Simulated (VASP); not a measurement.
Input of a VASP 6.6.1 run:

INCAR

```
SYSTEM = SiC
ALGO = Normal ; EDIFF = 1E-7
ENCUT = 520 ; GGA = PE
ISIF = 2 ; ISMEAR = -1
LASPH = .True. ; LCHARG = .False.
LREAL = .False. ; LWAVE = .False.
NBANDS = 16 ; NELM = 60
PREC = Accurate ; SIGMA = 0.02
```

KPOINTS

```
k-points
0
Gamma
  12 12 6
  0 0 0
```

POSCAR

```
SiC
1.0
    3.0446026768      0.0000000000      0.0000000000
   -1.5223013384      2.6367032626      0.0000000000
    0.0000000000      0.0000000000      5.0572608845
Si C
2 2
Direct
    0.3333333333      0.6666666667      0.0002115789
    0.6666666667      0.3333333333      0.5002115789
    0.3333333333      0.6666666667      0.3747884211
    0.6666666667      0.3333333333      0.8747884211
```

Potentials or basis: VASP PAW PBE potentials, release 64 (Si, C).

Run with:

```sh
$ cat potpaw_PBE.64/Si/POTCAR potpaw_PBE.64/C/POTCAR > POTCAR
$ mpirun -np 1 vasp_std > vasp.out
```

(1) Predict the band gap on the k mesh.

(2) Predict the pressure.

(3) Predict the largest force.

Answers

(1) 2.15 eV, indirect (least direct gap 4.10 eV).

(2) 7.8 GPa.

(3) 0.017 eV/Å.

Caveat: the cell differs from its parent crystal (epitaxial xy strain -1.0%).
